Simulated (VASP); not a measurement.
# Si7Ge (Cmm2) in VASP: further runs

The runs below take Si7Ge through single point, with PBEsol.

Everything below comes from runs of VASP 6.6.1. Logs are shortened: lines on timing, memory, paths and dates and some standing lists are left out, and cuts for length are marked.

### Step 1. The cell of the first run

The structure is orthorhombic, space group Cmm2 (No. 35). The conventional cell has a = 6.871 Å, b = 8.569 Å, c = 5.459 Å, α = 90.00°, β = 90.00°, γ = 90.00°. Within 2.9 Å of Si (site symmetry m) lie 3 Si at 2.19 to 2.53 Å and 1 Ge at 2.22 Å. Si (site symmetry 2) has 4 Si at 2.19 to 2.53 Å within 2.9 Å. Within 2.9 Å of Si (site symmetry mm2) lie 4 Si at 2.19 to 2.53 Å. Si (site symmetry m) has 3 Si at 2.19 to 2.53 Å and 1 Ge at 2.57 Å within 2.9 Å. Within 2.9 Å of Ge (site symmetry mm2) lie 4 Si at 2.22 to 2.57 Å.

### Step 2. Single point, PBEsol (engineering shear strain xz -0.2200, engineering shear strain yz +0.0000)

INCAR

```
PREC = Accurate
ENCUT = 520
EDIFF = 1E-7
ISMEAR = 0
SIGMA = 0.03
LREAL = F
LASPH = T
NELM = 60
ALGO = Normal
ISIF = 2
LWAVE = F
LCHARG = F
GGA = PS
NBANDS = 31
```

KPOINTS

```
Automatic mesh
0
Gamma
  6 6 6
```

POSCAR

```
Si7Ge
1.0
    5.4589494008      0.0000000000     -0.6004844341
    0.0000000000      5.4589494008      0.0000000000
   -0.6004844341      0.0000000000      5.4589494008
Si Ge
7 1
Direct
    0.2525986838      0.2525986838      0.2525986838
    0.0000000000      0.5000000000      0.5000000000
    0.5000000000      0.5000000000      0.0000000000
    0.5000000000      0.0000000000      0.5000000000
    0.7474013162      0.2525986838      0.7474013162
    0.7474013162      0.7474013162      0.2525986838
    0.2525986838      0.7474013162      0.7474013162
    0.0000000000      0.0000000000      0.0000000000
```

Potentials or basis: VASP PAW PBE potentials, release 64 (Si, Ge_d).

Started as:

```console
$ cat potpaw_PBE.64/Si/POTCAR potpaw_PBE.64/Ge_d/POTCAR > POTCAR
$ mpirun -np 1 vasp_std > vasp.out
```

OUTCAR:

```text
PREC = Accurate
   ENCUT = 520
   EDIFF = 1E-7
   ISMEAR = 0
   LREAL = F
   LASPH = T
   NELM = 60
   ISIF = 2
   GGA = PS

 ion  position               nearest neighbor table
   1  0.253  0.253  0.253-   4 2.19   8 2.22   2 2.53   3 2.53
   2  0.000  0.500  0.500-   6 2.19   7 2.19   1 2.53   5 2.53
   3  0.500  0.500  0.000-   6 2.19   7 2.19   1 2.53   5 2.53
   4  0.500  0.000  0.500-   1 2.19   5 2.19   6 2.53   7 2.53
   5  0.747  0.253  0.747-   4 2.19   8 2.22   2 2.53   3 2.53
   6  0.747  0.747  0.253-   2 2.19   3 2.19   4 2.53   8 2.57
   7  0.253  0.747  0.747-   2 2.19   3 2.19   4 2.53   8 2.57
   8  0.000  0.000  0.000-   1 2.22   5 2.22   6 2.57   7 2.57

  LATTYP: Found a base centered orthorhombic cell.
 ALAT       =     6.8709070482
 B/A-ratio  =     1.2471910112
 C/A-ratio  =     0.7945020013

  Lattice vectors:

 A1 = (  -0.6004844341,   0.0000000000,   5.4589494008)
 A2 = (   5.4589494008,   0.0000000000,  -0.6004844341)
 A3 = (   0.0000000000,   5.4589494008,   0.0000000000)

Analysis of symmetry for initial positions (statically):
=====================================================================
 Subroutine PRICEL returns:
 Original cell was already a primitive cell.

 Routine SETGRP: Setting up the symmetry group for a
 base centered orthorhombic supercell.

 Subroutine GETGRP returns: Found  4 space group operations
 (whereof  4 operations were pure point group operations)
 out of a pool of  8 trial point group operations.

The static configuration has the point symmetry C_2v.

Analysis of symmetry for dynamics (positions and initial velocities):
=====================================================================
 Subroutine PRICEL returns:
 Original cell was already a primitive cell.

 Routine SETGRP: Setting up the symmetry group for a
 base centered orthorhombic supercell.

 Subroutine GETGRP returns: Found  4 space group operations
 (whereof  4 operations were pure point group operations)
 out of a pool of  8 trial point group operations.

The dynamic configuration has the point symmetry C_2v.

 Subroutine INISYM returns: Found  4 space group operations
 (whereof  4 operations are pure point group operations),
 and found     1 'primitive' translations

----------------------------------------------------------------------------------------

                                     Primitive cell

  volume of cell :     160.7090

  direct lattice vectors                    reciprocal lattice vectors
     5.458949401  0.000000000 -0.600484434     0.185429124  0.000000000  0.020397204
     0.000000000  5.458949401  0.000000000     0.000000000  0.183185431  0.000000000
    -0.600484434  0.000000000  5.458949401     0.020397204  0.000000000  0.185429124

  length of vectors
     5.491876739  5.458949401  5.491876739     0.186547597  0.183185431  0.186547597

  position of ions in fractional coordinates (direct lattice)
     0.252598684  0.252598684  0.252598684
     0.000000000  0.500000000  0.500000000
     0.500000000  0.500000000  0.000000000
     0.500000000  0.000000000  0.500000000
     0.747401316  0.252598684  0.747401316
     0.747401316  0.747401316  0.252598684
     0.252598684  0.747401316  0.747401316
     0.000000000  0.000000000  0.000000000

  ion indices of the primitive-cell ions
   primitive index   ion index
                 1           1
                 2           2
                 3           3
                 4           4
                 5           5
                 6           6
                 7           7
                 8           8

----------------------------------------------------------------------------------------

 KPOINTS: Automatic mesh

Automatic generation of k-mesh.
 Grid dimensions read from file:
 generate k-points for:    6    6    6

 Generating k-lattice:

  Cartesian coordinates                     Fractional coordinates (reciprocal lattice)
     0.030904854  0.000000000  0.003399534     0.166666667  0.000000000  0.000000000
     0.000000000  0.030530905  0.000000000     0.000000000  0.166666667  0.000000000
     0.003399534  0.000000000  0.030904854     0.000000000  0.000000000  0.166666667

  Length of vectors
     0.031091266  0.030530905  0.031091266

  Shift w.r.t. Gamma in fractional coordinates (k-lattice)
     0.000000000  0.000000000  0.000000000

 Subroutine IBZKPT returns following result:
 ===========================================

 Found     52 irreducible k-points:

 Following reciprocal coordinates:
            Coordinates               Weight
  0.000000  0.000000  0.000000      1.000000
  0.166667  0.000000 -0.000000      4.000000
  0.333333  0.000000 -0.000000      4.000000
  0.500000  0.000000 -0.000000      2.000000
  0.000000  0.166667  0.000000      2.000000
  0.166667  0.166667 -0.000000      8.000000
[... 16 lines left out ...]
  0.333333  0.166667  0.166667      8.000000
  0.500000  0.166667  0.166667      8.000000
 [... further k-points ...]
   k-points           NKPTS =     52   k-points in BZ     NKDIM =     52   number of bands    NBANDS=     31
   number of dos      NEDOS =    301   number of ions     NIONS =      8
   total plane-waves  NPLWV =  74088
   dimension x,y,z NGX =    42 NGY =   42 NGZ =   42
   dimension x,y,z NGXF=    84 NGYF=   84 NGZF=   84
   ions per type =               7   1
   NGX,Y,Z   is equivalent  to a cutoff of  12.71, 12.79, 12.71 a.u.
   NGXF,Y,Z  is equivalent  to a cutoff of  25.43, 25.58, 25.43 a.u.
 SYSTEM =  unknown system
   PREC   = accura    normal or accurate (medium, high low for compatibility)
   ISTART =      0    job   : 0-new  1-cont  2-samecut
   ICHARG =      2    charge: 1-file 2-atom 10-const
   ISPIN  =      1    spin polarized calculation?
   LNONCOLLINEAR =      F non collinear calculations
   LSORBIT =      F    spin-orbit coupling
   LASPH  =      T    aspherical Exc in radial PAW
   ENCUT  =  520.0 eV  38.22 Ry    6.18 a.u.  10.21 10.15 10.21*2*pi/ulx,y,z
   NELM   =     60;   NELMIN=  2; NELMDL= -5     # of ELM steps
   EDIFF  = 0.1E-06   stopping-criterion for ELM
   LREAL  =      F    real-space projection
   EDIFFG = 0.1E-05   stopping-criterion for IOM
   NSW    =      0    number of steps for IOM
   IBRION =     -1    ionic relax: 0-MD 1-quasi-New 2-CG
   NFREE  =      0    steps in history (QN), initial steepest desc. (CG)
   ISIF   =      2    stress and relaxation
   ISYM   =      2    0-nonsym 1-usesym 2-fastsym
   POTIM  = 0.5000    time-step for ionic-motion
   TEBEG  =    0.0;   TEEND  =   0.0 temperature during run
   PSTRESS=    0.0 pullay stress
   NELECT =      42.0000    total number of electrons
   NUPDOWN=      -1.0000    fix difference up-down
   EMIN   =  10.00;   EMAX   =-10.00  energy-range for DOS
   EFERMI =   0.00;   METHOD = LEGACY
   ISMEAR =     0;   SIGMA  =   0.03  broadening in eV -4-tet -1-fermi 0-gaus
   EFERMI_NEDOS =   21; number of points for ismear=-14 and -15
   IALGO  =     38    algorithm
   IMIX   =      4    mixing-type and parameters
     AMIX     =   0.40;   BMIX     =  1.00
     AMIX_MAG =   1.60;   BMIX_MAG =  1.00
  volume/ion in A,a.u.               =      20.09       135.56
  Fermi-wavevector in a.u.,A,eV,Ry     =   1.046673  1.977926 14.905526  1.095525
  Thomas-Fermi vector in A             =   2.181521
   LORBIT       =      0    0 simple, 1 ext, 2 COOP (PROOUT), +10 PAW based schemes
   GGA     = PS    functional components
   LHFCALC =     F    Hartree Fock is set to
   AEXX    =    0.0000 exact exchange contribution
   IVDW    =     0    specifies the selected vdW correction
   LEPSILON=     F    determine dielectric tensor
   LRPA    =     F    only Hartree local field effects (RPA)
 non-spin polarized calculation
 Gauss-broadening in eV      SIGMA  =   0.03
  energy-cutoff  :      520.00
  volume of cell :      160.71
 maximum number of plane-waves:      4366
 NGX is ok and might be reduce to    42
   NGX = 21   NGY = 21   NGZ = 21

 number of electron      42.0000000 magnetization

 Free energy of the ion-electron system (eV)
  ---------------------------------------------------
  ext. energy  EPLUGINS =         0.00000000
  ---------------------------------------------------
  free energy    TOTEN  =       -42.58183033 eV

  energy without entropy =      -42.58165350  energy(sigma->0) =      -42.58174192

 E-fermi :   5.7989     XC(G=0):  -9.6866

 val. band max:        5.7740403504   @ k =  -0.3333   0.0000   0.3333
 cond. band min:       5.8315930622   @ k =   0.1667   0.1667   0.1667
 fundamental gap:      0.0575527118
 Fermi energy:         5.7988616294

 k-point     1 :       0.0000    0.0000    0.0000
  band No.  band energies     occupation
      1     -18.4362      2.00000
      2     -18.4199      2.00000
      3     -18.4080      2.00000
      4     -18.3860      2.00000
      5     -18.3851      2.00000
      6      -6.5500      2.00000
[... 23 lines left out ...]
     30      10.2263      0.00000
     31      10.7942      0.00000

 k-point     2 :       0.1667    0.0000   -0.0000
  band No.  band energies     occupation
      1     -18.4362      2.00000
      2     -18.4199      2.00000
      3     -18.4080      2.00000
      4     -18.3859      2.00000
      5     -18.3851      2.00000
      6      -6.4253      2.00000
[... 23 lines left out ...]
     30       9.8991      0.00000
     31      11.4577      0.00000

 k-point     3 :       0.3333    0.0000   -0.0000
  band No.  band energies     occupation
      1     -18.4362      2.00000
      2     -18.4199      2.00000
      3     -18.4081      2.00000
      4     -18.3859      2.00000
      5     -18.3850      2.00000
      6      -6.0551      2.00000
[... 703 lines left out ...]
     30      10.7779      0.00000
     31      11.0969      0.00000

 k-point    24 :       0.5000    0.1667    0.1667
  band No.  band energies     occupation
      1     -18.4362      2.00000
      2     -18.4199      2.00000
      3     -18.4081      2.00000
      4     -18.3858      2.00000
      5     -18.3850      2.00000
      6      -5.4739      2.00000
[... 23 lines left out ...]
     30      10.2855      0.00000
     31      10.6778      0.00000

 [... further k-points ...]

------------------------ aborting loop because EDIFF is reached ----------------------------------------

  FORCE on cell =-STRESS in cart. coord.  units (eV):
  Direction    XX          YY          ZZ          XY          YZ          ZX
  --------------------------------------------------------------------------------------
  -------------------------------------------------------------------------------------
  Total        6.0919917      4.7270327      6.0919917      0.0000000      0.0000000     22.6773337
  in kB       60.7336931     47.1258286     60.7336931      0.0000000      0.0000000    226.0801231
  external PRESSURE =      56.1977382 kB  Pullay stress =       0.0000000 kB

 VOLUME and BASIS-vectors are now :
 -----------------------------------------------------------------------------
  energy-cutoff  :      520.00
  volume of cell :      160.71
      direct lattice vectors                 reciprocal lattice vectors
     5.458949401  0.000000000 -0.600484434     0.185429124  0.000000000  0.020397204
     0.000000000  5.458949401  0.000000000     0.000000000  0.183185431  0.000000000
    -0.600484434  0.000000000  5.458949401     0.020397204  0.000000000  0.185429124

 POSITION                                       TOTAL-FORCE (eV/Angst)
 -----------------------------------------------------------------------------------
      1.22724      1.37892      1.22724         0.061255      2.494887      0.061255
     -0.30024      2.72947      2.72947         0.000000     -2.491891      0.000000
      2.72947      2.72947     -0.30024         0.000000     -2.491891      0.000000
      2.42923      0.00000      2.42923         0.000000     -2.448979      0.000000
      3.63122      1.37892      3.63122        -0.061255      2.494887     -0.061255
      3.92834      4.08003      0.93012        -0.042187      2.494419      0.042187
      0.93012      4.08003      3.92834         0.042187      2.494419     -0.042187
      0.00000      0.00000      0.00000         0.000000     -2.545851      0.000000
 -----------------------------------------------------------------------------------
    total drift:                               -0.000000     -0.000171     -0.000000

  FREE ENERGIE OF THE ION-ELECTRON SYSTEM (eV)
  ---------------------------------------------------
  free  energy   TOTEN  =       -42.5818303332 eV

  energy  without entropy=      -42.5816535033  energy(sigma->0) =      -42.58174192
```

Run time: 4.3 min. Hardware: 1 thread of AMD EPYC 7R43 (Zen 3), shared host; peak memory 0.36 GiB.

What came out:

- Free energy: -42.5818 eV
- Pressure: 5.6 GPa
- Largest force: 2.546 eV/Å
- Band gap on the k mesh: zero (band 21 reaches 6.12 eV, above the bottom of band 22 at 5.61 eV)

Forces in eV/Å, atoms in the order of the input:
```
Si   0.061  2.495  0.061
Si   0.000 -2.492  0.000
Si   0.000 -2.492  0.000
Si   0.000 -2.449  0.000
Si  -0.061  2.495 -0.061
Si  -0.042  2.494  0.042
Si   0.042  2.494 -0.042
Ge   0.000 -2.546  0.000
```

Stress tensor (GPa, compression positive):
```
 6.07  0.00 22.61
 0.00  4.71  0.00
22.61  0.00  6.07
```

Levels at points of the mesh, in eV from the Fermi level:
```
           k point  band 18  band 19  band 20  band 21  band 22  band 23  band 24  band 25
(0.00, 0.00, 0.00)    -1.56    -0.53    -0.39    -0.19     0.36     0.41     0.56     0.56
(0.50, 0.00, 0.00)    -2.17    -2.15    -2.07    -2.05     1.12     1.27     2.55     2.63
(0.00, 0.50, 0.00)    -2.92    -2.85    -0.86    -0.69     0.97     1.13     3.37     3.56
(0.50, 0.50, 0.00)    -1.49    -1.39    -1.32    -1.32     1.91     1.91     1.92     2.13
(0.50, 0.00, 0.50)    -1.73    -1.65    -0.64    -0.46     1.65     1.75     3.19     3.42
(0.50, 0.50, 0.50)    -0.83    -0.82    -0.58    -0.37     0.23     0.46     1.46     1.59
```

Caveat: the cell differs from its parent crystal (engineering shear strain xz -0.2200, engineering shear strain yz +0.0000); the PAW data sets were made with another functional, which shifts forces and pressure a little.

### Step 3. Single point, PBEsol (engineering shear strain xz -0.1650, engineering shear strain yz +0.0000)

INCAR

```
  ALGO = Normal
  EDIFF = 1E-6
  ENCUT = 520
  GGA = PS
  ISIF = 2
  ISMEAR = 0
  LASPH = True
  LCHARG = True
  LELF = True
  LREAL = False
  LVHAR = True
  LWAVE = False
  NBANDS = 31
  NELM = 80
  PREC = Accurate
  SIGMA = 0.03
```

KPOINTS

```
k-points
0
Gamma
  6 6 6
```

POSCAR: that of step 2 with these lines changed.

```diff
@@ -2,5 +2,5 @@
 1.0
-    5.4589494008      0.0000000000     -0.6004844341
+    5.4589494008      0.0000000000     -0.4503633256
     0.0000000000      5.4589494008      0.0000000000
-   -0.6004844341      0.0000000000      5.4589494008
+   -0.4503633256      0.0000000000      5.4589494008
 Si Ge
```

Potentials or basis: VASP PAW PBE potentials, release 64 (Si, Ge_d).

Started as:

```console
$ cat potpaw_PBE.64/Si/POTCAR potpaw_PBE.64/Ge_d/POTCAR > POTCAR
$ mpirun -np 1 vasp_std > vasp.out
```

Wall time 4.5 min (1 thread of AMD EPYC 7R43 (Zen 3), shared host); peak memory 0.36 GiB.

The run converged. Its results:

- Free energy: -43.7083 eV
- Pressure: 3.2 GPa
- Largest force: 1.788 eV/Å
- Band gap on the k mesh: zero (band 21 reaches 5.90 eV, above the bottom of band 22 at 5.77 eV)

Forces on the atoms (eV/Å):
```
Si   0.031  1.748  0.031
Si   0.000 -1.750  0.000
Si   0.000 -1.750  0.000
Si   0.000 -1.722  0.000
Si  -0.031  1.748 -0.031
Si  -0.019  1.758  0.019
Si   0.019  1.758 -0.019
Ge   0.000 -1.788  0.000
```

Stress tensor (GPa, compression positive):
```
 3.54  0.00 16.89
 0.00  2.63  0.00
16.89  0.00  3.54
```

Levels at points of the mesh, in eV from the Fermi level:
```
           k point  band 19  band 20  band 21  band 22  band 23  band 24
(0.00, 0.00, 0.00)    -0.34    -0.23    -0.18     0.24     0.37     0.56
(0.50, 0.00, 0.00)    -2.11    -2.01    -2.00     1.01     1.17     2.86
(0.00, 0.50, 0.00)    -2.64    -1.21    -1.05     0.94     1.11     3.16
(0.50, 0.50, 0.00)    -1.41    -1.34    -1.33     2.01     2.02     2.05
(0.50, 0.00, 0.50)    -1.63    -0.92    -0.76     1.73     1.85     2.89
(0.50, 0.50, 0.50)    -0.90    -0.85    -0.65     0.40     0.63     1.58
```

Caveat: the cell differs from its parent crystal (engineering shear strain xz -0.1650, engineering shear strain yz +0.0000); the PAW data sets were made with another functional, which shifts forces and pressure a little.

(Part 1 of 2 ends here.)
